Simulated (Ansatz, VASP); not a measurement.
## One calculation of BaO, two programs

The input INCAR:

```
SYSTEM = BaO
PREC = Accurate ; ENCUT = 1340
EDIFF = 1E-6 ; ISMEAR = 0
SIGMA = 0.02 ; LREAL = .False.
LASPH = .True. ; NELM = 120
ALGO = Normal ; ISIF = 2
LWAVE = .False. ; LCHARG = .False.
GGA = PE ; NBANDS = 15
GGA_COMPAT = .False.
```

Contents of KPOINTS:

```
Automatic mesh
0
Gamma
  8 8 8
  0 0 0
```

The input POSCAR:

```
BaO
1.0
    0.0000000000      2.8738875000      2.8738875000
    2.8738875000      0.0000000000      2.8738875000
    2.8738875000      2.8738875000      0.0000000000
Ba O
1 1
Direct
    0.0000000000      0.0000000000      0.0000000000
    0.5000000000      0.5000000000      0.5000000000
```

Input for Ansatz:

```yaml
crystal:
  lattice:
    - [0.0, 2.8738875, 2.8738875]
    - [2.8738875, 0.0, 2.8738875]
    - [2.8738875, 2.8738875, 0.0]
  atoms:
    - { symbol: Ba, position: [0.0, 0.0, 0.0] }
    - { symbol: O, position: [0.5, 0.5, 0.5] }
basis:
  ecutwfc: 420
kpoints:
  mp_grid: { grid: [8, 8, 8] }
hamiltonian:
  xc: pbe
scf:
  occupations: { method: gaussian, width: 0.02 }
output:
  forces: true
  stress: true
  eigenvalues: true
```

Alike in both runs: task single point; functional PBE; k mesh 8 × 8 × 8; occupations gaussian, width 0.02 eV; no spin polarisation.

|  | VASP | Ansatz |
| --- | --- | --- |
| version | VASP 6.6.1 | Ansatz 0.2.0 |
| potentials or method | VASP PAW PBE potentials, release 64 (Ba_sv, O_h), cutoff 1340 eV | scalar-relativistic, plane waves, PAW |
| valence electrons in the cell | 16 | 16 |

VASP gave:

- gap on the k mesh at the Fermi level (eV): 2.29
- least direct gap on the mesh (eV): 2.29
- pressure (GPa): -4.2

Task: Which values does Ansatz return?

Result: gap on the k mesh at the Fermi level (eV): 2.34; least direct gap on the mesh (eV): 2.34; pressure (GPa): -5.2.

Spin-orbit coupling is off throughout.
